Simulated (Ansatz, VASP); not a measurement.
**One calculation of AlCu5, two programs**

File INCAR:

```
SYSTEM = AlCu5
PREC = Accurate
ENCUT = 600
EDIFF = 1E-6
ISMEAR = 0
SIGMA = 0.1
LREAL = .False.
LASPH = .True.
NELM = 60
ALGO = Normal
ISIF = 3
LWAVE = .False.
LCHARG = .False.
GGA = PE
IBRION = 2
NSW = 90
EDIFFG = -0.04
```

The input KPOINTS:

```
Automatic mesh
0
Gamma
  6 6 2
  0 0 0
```

Contents of POSCAR:

```
AlCu5
1.0
    2.6560905400      0.0000000000      0.0000000000
    0.0000000000      2.6560905400      0.0000000000
    0.0000000000      0.0000000000     11.2688377800
Al Cu
1 5
Direct
    0.0000000000      0.0000000000      0.5000000000
    0.0000000000      0.0000000000      0.8333333300
    0.5000000000      0.5000000000      0.6666666700
    0.5000000000      0.5000000000      0.3333333300
    0.0000000000      0.0000000000      0.1666666700
    0.5000000000      0.5000000000      0.0000000000
```

Input for Ansatz:

```yaml
crystal:
  lattice:
    - [2.65609054, 0.0, 0.0]
    - [0.0, 2.65609054, 0.0]
    - [0.0, 0.0, 11.26883778]
  atoms:
    - { symbol: Al, position: [0.0, 0.0, 0.5] }
    - { symbol: Cu, position: [0.0, 0.0, 0.83333333] }
    - { symbol: Cu, position: [0.5, 0.5, 0.66666667] }
    - { symbol: Cu, position: [0.5, 0.5, 0.33333333] }
    - { symbol: Cu, position: [0.0, 0.0, 0.16666667] }
    - { symbol: Cu, position: [0.5, 0.5, 0.0] }
basis:
  ecutwfc: 420
kpoints:
  mp_grid: { grid: [6, 6, 2] }
hamiltonian:
  xc: pbe
scf:
  occupations: { method: gaussian, width: 0.1 }
  lower_state_search: "off"
output:
  forces: true
  stress: true
  eigenvalues: true
relax:
  adjacent_minimum: "off"
  f_tol: 0.04
  max_steps: 70
  cell: { stress_tol: 0.4 }
```

Alike in both runs: task relaxation of cell and atoms; functional PBE; k mesh 6 × 6 × 2; occupations gaussian, width 0.1 eV; no spin polarisation.

|  | VASP | Ansatz |
| --- | --- | --- |
| version | VASP 6.6.1 | Ansatz 0.2.0 |
| potentials or method | VASP PAW PBE potentials, release 64 (Al, Cu), cutoff 600 eV | scalar-relativistic, plane waves, PAW |
| valence electrons in the cell | 58 | 98 |

```csv
,VASP,Ansatz,Ansatz less VASP
"gap on the k mesh at the Fermi level, each at its own relaxed structure (eV)",none,none,-
relaxed volume (Å³/atom),12.43,12.41,-0.019
relaxed length of the cell vector where the two differ most in proportion (Å),8.168,8.133,-0.0349
```

A gap of «none» marks a metal or a gap that the smearing closes. VASP's potentials hold 58 valence electrons a cell and Ansatz's 98, so a difference there can come from the potentials and not from the codes.

The k mesh is coarse, so the values compare programs but aren't converged.
